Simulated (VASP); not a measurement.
# Al36O (a cell with a defect) in VASP: single point with PBE

Aim: the single point of Al36O (a cell with a defect) with PBE.

Everything below comes from runs of VASP 6.6.1. Logs are shortened: lines on timing, memory, paths and dates and some standing lists are left out, and cuts for length are marked.

## (1) The cell of the first run

The cell holds a defect, 37 atoms: a = 8.568 Å, b = 8.568 Å, c = 11.424 Å, α = 60.00°, β = 60.00°, γ = 60.00°.

## (2) Single point, PBE

Contents of INCAR:

```
SYSTEM = Al36O
  ALGO = Normal
  EDIFF = 1E-6
  ENCUT = 520
  GGA = PE
  ISIF = 2
  ISMEAR = 1
  LASPH = .TRUE.
  LCHARG = .FALSE.
  LREAL = Auto
  LWAVE = .FALSE.
  NBANDS = 81
  NELM = 80
  PREC = Accurate
  SIGMA = 0.1
```

Contents of KPOINTS:

```
k-points
0
G
  2 2 2
  0 0 0
```

Contents of POSCAR:

```
Al36O
1.0
    0.0000000000      6.0583944000      6.0583944000
    6.0583944000      0.0000000000      6.0583944000
    8.0778592000      8.0778592000      0.0000000000
Al O
36 1
Direct
    0.0030000523      0.0057075353     -0.0050918813
    0.0006141066      0.0039762185      0.2444026878
    0.0069720618     -0.0078359870      0.5009128532
    0.0021074891      0.0069241118      0.7476395479
    0.0051259456      0.3355415422     -0.0050347498
    0.0036982571      0.3331152392      0.2472201422
    0.0056593377      0.3364933620      0.4971299203
    0.0140578500      0.3409451191      0.7415431306
   -0.0016788276      0.6705492795      0.0016331060
   -0.0026083644      0.6693746284      0.2462953922
   -0.0127517284      0.6797672334      0.4892147662
   -0.0120685441      0.6806744044      0.7587163688
    0.3355857783     -0.0067181166      0.0033430887
    0.3368720927     -0.0075468840      0.2519757958
    0.3346673006     -0.0097401219      0.5001804810
    0.3397406745     -0.0187871559      0.7531728208
    0.3373419367      0.3315796839      0.0036564762
    0.3362942994      0.3304156791      0.2442398971
    0.3537150866      0.3117760871      0.4800104092
    0.3564853751      0.3136930141      0.7680215570
    0.3346819085      0.6641345436      0.0006722078
    0.3323249308      0.6625063070      0.2530845673
    0.3268789335      0.6537742904      0.5062136389
    0.3313243357      0.6622717564      0.7508055476
    0.6687305633      0.0016548114     -0.0018436197
    0.6662106713     -0.0009017241      0.2496672633
    0.6703554988     -0.0026553240      0.4986321128
    0.6705959916     -0.0026592854      0.7492508659
    0.6752881589      0.3310076676     -0.0041336447
    0.6744479197      0.3322519742      0.2445341583
    0.6865988289      0.3280954274      0.4945789969
    0.6776782311      0.3331110302      0.7476094656
    0.6637027461      0.6672815821      0.0035102122
    0.6621889787      0.6648459532      0.2529384271
    0.6609555660      0.6656500442      0.5002449783
    0.6757028727      0.6608131191      0.7469324917
    0.2630085456      0.4047736641      0.6242351315
```

Potentials or basis: VASP PAW PBE potentials, release 64 (Al, O).

Command:

```console
> cat potpaw_PBE.64/Al/POTCAR potpaw_PBE.64/O/POTCAR > POTCAR
> mpirun -np 1 vasp_std > vasp.out
```

OUTCAR:

```text
SYSTEM = Al36O
   EDIFF = 1E-6
   ENCUT = 520
   GGA = PE
   ISIF = 2
   ISMEAR = 1
   LASPH = .TRUE.
   LREAL = Auto
   NELM = 80
   PREC = Accurate

 ion  position               nearest neighbor table
   1  0.003  0.006  0.995-  29 2.80   4 2.82  16 2.83   2 2.83   5 2.84  13 2.85   9 2.85  25 2.86
                            10 2.88   8 2.88  21 2.88  26 2.90
   2  0.001  0.004  0.244-  11 2.79  30 2.80  13 2.81   1 2.83   5 2.85   6 2.85  26 2.86  27 2.87
                            10 2.87  14 2.88  22 2.89   3 2.91
   3  0.007  0.992  0.501-  15 2.80  31 2.81  12 2.81  23 2.82  14 2.84  11 2.84  28 2.86   4 2.86
                            27 2.88   2 2.91   6 2.91   7 2.92
   4  0.002  0.007  0.748-  32 2.79  12 2.80  16 2.82   1 2.82  15 2.84   7 2.84  25 2.86   3 2.86
                            28 2.87   8 2.88  24 2.89   9 2.89
   5  0.005  0.336  0.995-  20 2.82  12 2.83   8 2.84   1 2.84  29 2.84  30 2.84   2 2.85   6 2.87
                             9 2.88  17 2.88  13 2.88  33 2.88
   6  0.004  0.333  0.247-  31 2.77  17 2.82  18 2.82  30 2.84   9 2.85  10 2.85   2 2.85   5 2.87
                             7 2.88  34 2.88  14 2.89   3 2.91
   7  0.006  0.336  0.497-  31 2.79  19 2.79  11 2.82  32 2.84   4 2.84   8 2.85  10 2.86  18 2.86
                             6 2.88  35 2.89  15 2.89   3 2.92
   8  0.014  0.341  0.742-  37 2.05  36 2.82   5 2.84   7 2.85   4 2.88  32 2.88   1 2.88  11 2.90
                            12 2.90  29 2.91  16 2.94  19 2.96  20 2.98
   9  0.998  0.671  0.002-  12 2.78  10 2.79  25 2.83   6 2.85  21 2.85   1 2.85  24 2.86  33 2.87
[... 40 lines left out ...]
                            26 2.87  33 2.88  21 2.89   8 2.91
  30  0.674  0.332  0.245-  19 2.73   2 2.80  33 2.81   6 2.84   5 2.84  29 2.84  34 2.85  26 2.86
                            22 2.88  27 2.89  31 2.89  18 2.91
  31  0.687  0.328  0.495-   6 2.77   7 2.79   3 2.81  35 2.82  34 2.83  28 2.87  32 2.87  27 2.88
                            30 2.89  23 2.94  20 2.98  19 3.01
  32  0.678  0.333  0.748-  20 2.73   4 2.79  36 2.80  29 2.82   7 2.84  35 2.84  25 2.85  31 2.87
                             8 2.88  24 2.90  28 2.90  17 2.92
  33  0.664  0.667  0.004-  12 2.79  13 2.80  30 2.81  34 2.83  22 2.85  21 2.85  25 2.86  28 2.87
                             9 2.87  29 2.88   5 2.88  36 2.91
  34  0.662  0.665  0.253-  14 2.80  35 2.82  31 2.83  33 2.83  22 2.84  30 2.85  10 2.85  26 2.86
                             9 2.88  23 2.88   6 2.88  25 2.90
  35  0.661  0.666  0.500-  15 2.79  11 2.80  31 2.82  34 2.82  32 2.84  24 2.84  26 2.86  36 2.86
                            27 2.87  23 2.88   7 2.89  10 2.89
  36  0.676  0.661  0.747-  32 2.80  16 2.81  11 2.81   8 2.82  29 2.83  12 2.84  27 2.86  35 2.86
                            28 2.87  33 2.91  21 2.91  24 2.92
  37  0.263  0.405  0.624-  20 1.83  19 1.83   8 2.05  23 2.05

  LATTYP: Found a base centered monoclinic cell.
 ALAT       =    14.8399749405
 B/A-ratio  =     0.5773502692
 C/A-ratio  =     0.7698003589
 COS(beta)  =    -0.5773502692

  Lattice vectors:

 A1 = (   0.0000000000,  -6.0583944000,  -6.0583944000)
 A2 = (  -6.0583944000,   0.0000000000,  -6.0583944000)
 A3 = (   8.0778592000,   8.0778592000,   0.0000000000)

Analysis of symmetry for initial positions (statically):
=====================================================================
 Subroutine PRICEL returns:
 Original cell was already a primitive cell.

 Routine SETGRP: Setting up the symmetry group for a
 base centered monoclinic supercell.

 Subroutine GETGRP returns: Found  1 space group operations
 (whereof  1 operations were pure point group operations)
 out of a pool of  4 trial point group operations.

The static configuration has the point symmetry C_1 .

Analysis of symmetry for dynamics (positions and initial velocities):
=====================================================================
 Subroutine PRICEL returns:
 Original cell was already a primitive cell.

 Routine SETGRP: Setting up the symmetry group for a
 base centered monoclinic supercell.

 Subroutine GETGRP returns: Found  1 space group operations
 (whereof  1 operations were pure point group operations)
 out of a pool of  4 trial point group operations.

The dynamic configuration has the point symmetry C_1 .

 Subroutine INISYM returns: Found  1 space group operations
 (whereof  1 operations are pure point group operations),
 and found     1 'primitive' translations

----------------------------------------------------------------------------------------

                                     Primitive cell

[... 96 lines left out ...]

 Generating k-lattice:

  Cartesian coordinates                     Fractional coordinates (reciprocal lattice)
    -0.041265059  0.041265059  0.041265059     0.500000000  0.000000000  0.000000000
     0.041265059 -0.041265059  0.041265059     0.000000000  0.500000000  0.000000000
     0.030948794  0.030948794 -0.030948794     0.000000000  0.000000000  0.500000000

  Length of vectors
     0.071473178  0.071473178  0.053604884

  Shift w.r.t. Gamma in fractional coordinates (k-lattice)
     0.000000000  0.000000000  0.000000000

 Subroutine IBZKPT returns following result:
 ===========================================

 Found      8 irreducible k-points:

 Following reciprocal coordinates:
            Coordinates               Weight
  0.000000  0.000000  0.000000      1.000000
  0.500000  0.000000  0.000000      1.000000
  0.000000  0.500000  0.000000      1.000000
  0.500000  0.500000  0.000000      1.000000
  0.000000  0.000000  0.500000      1.000000
  0.500000  0.000000  0.500000      1.000000
  0.000000  0.500000  0.500000      1.000000
  0.500000  0.500000  0.500000      1.000000
   k-points           NKPTS =      8   k-points in BZ     NKDIM =      8   number of bands    NBANDS=     81
   number of dos      NEDOS =    301   number of ions     NIONS =     37
   total plane-waves  NPLWV = 368640
   dimension x,y,z NGX =    64 NGY =   64 NGZ =   90
   dimension x,y,z NGXF=   128 NGYF=  128 NGZF=  180
   ions per type =              36   1
   NGX,Y,Z   is equivalent  to a cutoff of  12.42, 12.42, 13.10 a.u.
   NGXF,Y,Z  is equivalent  to a cutoff of  24.84, 24.84, 26.19 a.u.
 SYSTEM =  Al36O
   PREC   = accura    normal or accurate (medium, high low for compatibility)
   ISTART =      0    job   : 0-new  1-cont  2-samecut
   ICHARG =      2    charge: 1-file 2-atom 10-const
   ISPIN  =      1    spin polarized calculation?
   LNONCOLLINEAR =      F non collinear calculations
   LSORBIT =      F    spin-orbit coupling
   LASPH  =      T    aspherical Exc in radial PAW
   ENCUT  =  520.0 eV  38.22 Ry    6.18 a.u.  15.93 15.93 21.24*2*pi/ulx,y,z
   NELM   =     80;   NELMIN=  2; NELMDL= -5     # of ELM steps
   EDIFF  = 0.1E-05   stopping-criterion for ELM
   LREAL  =      T    real-space projection
   EDIFFG = 0.1E-04   stopping-criterion for IOM
   NSW    =      0    number of steps for IOM
   IBRION =     -1    ionic relax: 0-MD 1-quasi-New 2-CG
   NFREE  =      0    steps in history (QN), initial steepest desc. (CG)
   ISIF   =      2    stress and relaxation
   ISYM   =      2    0-nonsym 1-usesym 2-fastsym
   POTIM  = 0.5000    time-step for ionic-motion
   TEBEG  =    0.0;   TEEND  =   0.0 temperature during run
   PSTRESS=    0.0 pullay stress
   NELECT =     114.0000    total number of electrons
   NUPDOWN=      -1.0000    fix difference up-down
   EMIN   =  10.00;   EMAX   =-10.00  energy-range for DOS
   EFERMI =   0.00;   METHOD = LEGACY
   ISMEAR =     1;   SIGMA  =   0.10  broadening in eV -4-tet -1-fermi 0-gaus
   EFERMI_NEDOS =   21; number of points for ismear=-14 and -15
   IALGO  =     38    algorithm
   IMIX   =      4    mixing-type and parameters
     AMIX     =   0.40;   BMIX     =  1.00
     AMIX_MAG =   1.60;   BMIX_MAG =  1.00
  volume/ion in A,a.u.               =      16.03       108.15
  Fermi-wavevector in a.u.,A,eV,Ry     =   0.944850  1.785507 12.146474  0.892741
  Thomas-Fermi vector in A             =   2.072694
   LORBIT       =      0    0 simple, 1 ext, 2 COOP (PROOUT), +10 PAW based schemes
   GGA     = PE    functional components
   LHFCALC =     F    Hartree Fock is set to
   AEXX    =    0.0000 exact exchange contribution
   IVDW    =     0    specifies the selected vdW correction
   LEPSILON=     F    determine dielectric tensor
   LRPA    =     F    only Hartree local field effects (RPA)
 non-spin polarized calculation
 Methfessel and Paxton  Order N= 1 SIGMA  =   0.10
  energy-cutoff  :      520.00
  volume of cell :      592.98
 maximum number of plane-waves:     15989
 NGX is ok and might be reduce to    64
   NGX = 31   NGY = 31   NGZ = 43

 number of electron     113.9999999 magnetization

 Free energy of the ion-electron system (eV)
  ---------------------------------------------------
  ext. energy  EPLUGINS =         0.00000000
  ---------------------------------------------------
  free energy    TOTEN  =      -143.72407360 eV

  energy without entropy =     -143.72065476  energy(sigma->0) =     -143.72293398

 E-fermi :   8.2248     XC(G=0): -10.2598

 val. band max:        8.1901061903   @ k =   0.0000   0.5000   0.0000
 cond. band min:       8.2532868698   @ k =   0.0000   0.0000   0.5000
 fundamental gap:      0.0631806795
 Fermi energy:         8.2247579366

 k-point     1 :       0.0000    0.0000    0.0000
  band No.  band energies     occupation
      1     -12.8626      2.00000
      2      -2.9509      2.00000
      3      -1.5738      2.00000
      4      -1.2341      2.00000
      5      -0.8767      2.00000
      6      -0.4787      2.00000
[... 565 lines left out ...]
     68       9.8230     -0.00000
     69      10.0459     -0.00000
 [bands above 69 left out]

------------------------ aborting loop because EDIFF is reached ----------------------------------------

  FORCE on cell =-STRESS in cart. coord.  units (eV):
  Direction    XX          YY          ZZ          XY          YZ          ZX
  --------------------------------------------------------------------------------------
  -------------------------------------------------------------------------------------
  Total        6.8641434      6.8674928      3.8284535      4.7568715     -0.2403290     -0.2342068
  in kB       18.5462271     18.5552766     10.3440973     12.8525897     -0.6493450     -0.6328033
  external PRESSURE =      15.8152003 kB  Pullay stress =       0.0000000 kB

 VOLUME and BASIS-vectors are now :
 -----------------------------------------------------------------------------
  energy-cutoff  :      520.00
  volume of cell :      592.98
      direct lattice vectors                 reciprocal lattice vectors
     0.000000000  6.058394400  6.058394400    -0.082530117  0.082530117  0.082530117
     6.058394400  0.000000000  6.058394400     0.082530117 -0.082530117  0.082530117
     8.077859200  8.077859200  0.000000000     0.061897588  0.061897588 -0.061897588

 POSITION                                       TOTAL-FORCE (eV/Angst)
 -----------------------------------------------------------------------------------
      8.07131      8.05490      0.05275        -0.002793      0.001028     -0.000128
      1.99834      1.97797      0.02781        -0.003387     -0.003387     -0.003434
     10.05722      4.08854      6.05316         0.007945      0.000516     -0.004392
      6.08128      6.05210      0.05472         0.001995      0.000371     -0.000536
     10.07003      8.06824      2.06390        -0.000035     -0.002468     -0.003781
      4.01515      2.01942      2.04055         0.004918     -0.004927     -0.000616
[... 29 lines left out ...]
     10.03708     10.12729      8.09714        -0.000510     -0.006800      0.001733
      7.49476      6.63589      4.04569        -0.044938      0.014346      0.000216
 -----------------------------------------------------------------------------------
    total drift:                                0.013363     -0.000488     -0.026612

  FREE ENERGIE OF THE ION-ELECTRON SYSTEM (eV)
  ---------------------------------------------------
  free  energy   TOTEN  =      -143.7240735986 eV

  energy  without entropy=     -143.7206547552  energy(sigma->0) =     -143.72293398
```

It took 25 min on 1 thread of Oxide Virtual Turin-like, shared host; peak memory 0.78 GiB.

What came out:

```yaml
Free_energy: -143.7241 eV
Pressure: 1.6 GPa
Largest_force: 0.047 eV/Å
Band_gap_on_the_k_mesh: zero (bands 57 and 58 overlap by 0.80 eV)
```

Forces on the atoms (eV/Å):
```
Al  -0.003  0.001  0.000
Al  -0.003 -0.003 -0.003
Al   0.008  0.001 -0.004
Al   0.002  0.000 -0.001
Al   0.000 -0.002 -0.004
Al   0.005 -0.005 -0.001
Al   0.006 -0.008 -0.009
Al  -0.006  0.021 -0.012
Al   0.004  0.000  0.002
Al   0.003 -0.007 -0.002
Al   0.008 -0.009 -0.004
Al   0.002  0.002  0.004
Al  -0.006 -0.007 -0.002
Al   0.001  0.000  0.005
Al   0.007  0.012  0.004
Al   0.007 -0.007  0.016
Al   0.004  0.003  0.001
Al  -0.004 -0.001  0.000
Al   0.025  0.034  0.006
Al  -0.021 -0.017 -0.004
Al   0.006 -0.005  0.000
Al  -0.005 -0.006  0.006
Al  -0.009  0.017  0.013
Al  -0.002 -0.010  0.004
Al  -0.002  0.005  0.002
Al  -0.004  0.003 -0.003
Al   0.007 -0.006 -0.002
Al   0.000 -0.012  0.001
Al   0.000  0.000 -0.002
Al   0.006  0.010 -0.002
Al   0.007 -0.006 -0.012
Al  -0.005 -0.008 -0.005
Al   0.005  0.004  0.004
Al  -0.001  0.003  0.000
Al   0.003 -0.005  0.000
Al  -0.001 -0.007  0.002
O   -0.045  0.014  0.000
```

Levels at points of the mesh, in eV from the Fermi level:
```tsv
k point	band 52	band 53	band 54	band 55	band 56	band 57	band 58	band 59	band 60	band 61
(0.00, 0.00, 0.00)	-0.94	-0.89	-0.86	-0.65	-0.43	-0.30	0.26	0.28	0.36	0.37
(0.50, 0.00, 0.00)	-0.79	-0.78	-0.64	-0.54	-0.34	-0.10	-0.03	0.49	0.60	0.71
(0.00, 0.50, 0.00)	-0.79	-0.78	-0.64	-0.54	-0.34	-0.10	-0.03	0.49	0.60	0.71
(0.50, 0.50, 0.00)	-0.89	-0.87	-0.68	-0.37	-0.27	0.17	0.18	0.44	0.49	0.51
(0.00, 0.00, 0.50)	-1.15	-1.00	-0.84	-0.78	-0.71	-0.64	-0.50	-0.29	-0.23	0.03
(0.50, 0.00, 0.50)	-1.03	-1.02	-0.94	-0.33	-0.21	0.31	0.44	0.55	0.65	0.94
(0.00, 0.50, 0.50)	-1.03	-1.02	-0.94	-0.33	-0.21	0.31	0.44	0.55	0.65	0.94
(0.50, 0.50, 0.50)	-0.84	-0.70	-0.50	-0.37	0.08	0.27	0.53	0.58	0.71	0.78
```

Caveat: the k points lie up to 0.45 Å⁻¹ apart, too coarse for converged energies and pressures of a metal.

The gap in the log of VASP goes by the Fermi energy; the results here count the filled bands.